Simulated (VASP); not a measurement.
# GaSb (F-43m) in VASP: a series of runs, part 2 of 2

VASP 6.6.1.

## (4) Single point, r2SCAN

This run uses another cell than the first one, of 28.82 Å³/atom, 0.959 times its volume.

POSCAR reads:

```
GaSb
1.0
    0.0000000000      3.0658788003      3.0658788003
    3.0658788003      0.0000000000      3.0658788003
    3.0658788003      3.0658788003      0.0000000000
Ga Sb
1 1
Direct
    0.0000000000      0.0000000000      0.0000000000
    0.2500000000      0.2500000000      0.2500000000
```

INCAR.step1 reads:

```
PREC = Accurate
ENCUT = 550
ISMEAR = -1
SIGMA = 0.02
LREAL = F
LASPH = T
NELM = 120
NBANDS = 21
GGA = PE
ALGO = Normal
EDIFF = 1E-5
LWAVE = T
LCHARG = F
GGA_COMPAT = F
```

INCAR.step2 reads:

```
PREC = Accurate
ENCUT = 550
EDIFF = 1E-6
ISMEAR = -1
SIGMA = 0.02
LREAL = F
LASPH = T
NELM = 120
ALGO = Normal
ISIF = 2
LWAVE = F
LCHARG = F
METAGGA = R2SCAN
LMIXTAU = T
NBANDS = 21
ISTART = 1
GGA_COMPAT = F
```

KPOINTS reads:

```
Automatic mesh
0
Gamma
  8 8 8
```

Potentials or basis: VASP PAW PBE potentials, release 64 (Ga_d, Sb_d_GW).

Launch:

```
cat potpaw_PBE.64/Ga_d/POTCAR potpaw_PBE.64/Sb_d_GW/POTCAR > POTCAR
cp INCAR.step1 INCAR
mpirun -np 1 vasp_std > vasp.out
cp INCAR.step2 INCAR
mpirun -np 1 vasp_std > vasp.out
```

OUTCAR:

```text
PREC = Accurate
   ENCUT = 550
   EDIFF = 1E-6
   ISMEAR = -1
   LREAL = F
   LASPH = T
   NELM = 120
   ISIF = 2
   METAGGA = R2SCAN
   ISTART = 1

 ion  position               nearest neighbor table
   1  0.000  0.000  0.000-   2 2.66   2 2.66   2 2.66   2 2.66
   2  0.250  0.250  0.250-   1 2.66   1 2.66   1 2.66   1 2.66

  LATTYP: Found a face centered cubic cell.
 ALAT       =     6.1317576006

  Lattice vectors:

 A1 = (   0.0000000000,   3.0658788003,   3.0658788003)
 A2 = (   3.0658788003,   0.0000000000,   3.0658788003)
 A3 = (   3.0658788003,   3.0658788003,   0.0000000000)

Analysis of symmetry for initial positions (statically):
=====================================================================
 Subroutine PRICEL returns:
 Original cell was already a primitive cell.

 Routine SETGRP: Setting up the symmetry group for a
 face centered cubic supercell.

 Subroutine GETGRP returns: Found 24 space group operations
 (whereof 24 operations were pure point group operations)
 out of a pool of 48 trial point group operations.

The static configuration has the point symmetry T_d .

[... 150 lines left out ...]
 number of electron      28.0000005 magnetization

 Free energy of the ion-electron system (eV)
  ---------------------------------------------------
  ext. energy  EPLUGINS =         0.00000000
  ---------------------------------------------------
  free energy    TOTEN  =       -37.63313740 eV

  energy without entropy =      -37.63313725  energy(sigma->0) =      -37.63313733

 E-fermi :   3.8141     XC(G=0): -10.0383

 val. band max:        3.6049125278   @ k =   0.0000   0.0000   0.0000
 cond. band min:       4.0012617753   @ k =   0.0000   0.0000   0.0000
 fundamental gap:      0.3963492475
 Fermi energy:         3.8140762314

 k-point     1 :       0.0000    0.0000    0.0000
  band No.  band energies     occupation
      1     -25.8691      2.00000
      2     -25.8691      2.00000
      3     -25.8691      2.00000
      4     -25.8436      2.00000
      5     -25.8436      2.00000
      6     -11.8731      2.00000
[... 565 lines left out ...]
     20      13.9080      0.00000
     21      14.4321      0.00000

 [... further k-points ...]
[... 5 lines left out ...]
  --------------------------------------------------------------------------------------
  -------------------------------------------------------------------------------------
  Total        0.0008365      0.0008365      0.0008365     -0.0000000      0.0000000     -0.0000000
  in kB        0.0232518      0.0232518      0.0232518     -0.0000000      0.0000000     -0.0000000
  external PRESSURE =       0.0232518 kB  Pullay stress =       0.0000000 kB

 VOLUME and BASIS-vectors are now :
 -----------------------------------------------------------------------------
  energy-cutoff  :      550.00
  volume of cell :       57.64
      direct lattice vectors                 reciprocal lattice vectors
     0.000000000  3.065878800  3.065878800    -0.163085377  0.163085377  0.163085377
     3.065878800  0.000000000  3.065878800     0.163085377 -0.163085377  0.163085377
     3.065878800  3.065878800  0.000000000     0.163085377  0.163085377 -0.163085377

 POSITION                                       TOTAL-FORCE (eV/Angst)
 -----------------------------------------------------------------------------------
      0.00000      0.00000      0.00000        -0.000000     -0.000000     -0.000000
      1.53294      1.53294      1.53294         0.000000      0.000000      0.000000
 -----------------------------------------------------------------------------------
    total drift:                                0.000000      0.000000     -0.000000

  FREE ENERGIE OF THE ION-ELECTRON SYSTEM (eV)
  ---------------------------------------------------
  free  energy   TOTEN  =       -37.6331374011 eV

  energy  without entropy=      -37.6331372542  energy(sigma->0) =      -37.63313733
```

OUTCAR.step1:

```text
PREC = Accurate
   ENCUT = 550
   ISMEAR = -1
   LREAL = F
   LASPH = T
   NELM = 120
[... 795 lines left out ...]
 -----------------------------------------------------------------------------------
      0.00000      0.00000      0.00000         0.000000      0.000000      0.000000
      1.53294      1.53294      1.53294        -0.000000     -0.000000     -0.000000
 -----------------------------------------------------------------------------------
    total drift:                                0.000000      0.000000     -0.000000

  FREE ENERGIE OF THE ION-ELECTRON SYSTEM (eV)
  ---------------------------------------------------
  free  energy   TOTEN  =        -7.3702433575 eV

  energy  without entropy=       -7.3700707028  energy(sigma->0) =       -7.37015703
```

Wall time 2.2 min (1 thread of Intel Xeon Platinum 8375C at 2.90GHz (Ice Lake), shared host); peak memory 0.24 GiB.

Results:

```
Free energy            : -37.6331 eV
Pressure               : 0.0 GPa
Band gap on the k mesh : 0.40 eV, direct
```

Caveat: the PAW data sets were made with another functional, which shifts forces and pressure a little; spin-orbit coupling is left out, which moves the levels of the heavy elements. A k mesh can miss the band edges.

## (5) The runs side by side

```csv
task,level,potentials or basis,cell,k mesh,cutoff (eV),second run,gap on the mesh (eV),pressure (GPa),relaxed volume (Å³/atom)
relaxation of cell and atoms,LDA,"VASP PAW LDA potentials, release 64 (Ga_d, Sb)","relaxed from a = 4.397 Å, angles 60.0°, 2 atoms",6 × 6 × 6,600,-,0.09,0.0,27.75
relaxation of cell and atoms,r2SCAN,"VASP PAW PBE potentials, release 64 (Ga_d, Sb)","relaxed from a = 4.397 Å, angles 60.0°, 2 atoms",6 × 6 × 6,600,-,0.39,0.0,28.85
single point,r2SCAN,"VASP PAW PBE potentials, release 64 (Ga_d, Sb_d_GW)","a = 4.336 Å, angles 60.0°, 2 atoms",8 × 8 × 8,550,valence_matched,0.40,0.0,-
```

Alike in all rows: no spin polarisation; smearing fermi-dirac 0.02 eV.

Caveats: spin-orbit coupling is left out, which moves the levels of the heavy elements; the PAW data sets were made with another functional, which shifts forces and pressure a little (some runs).

Total energies depend on the potentials used, so only differences within one code and one set of settings carry meaning.
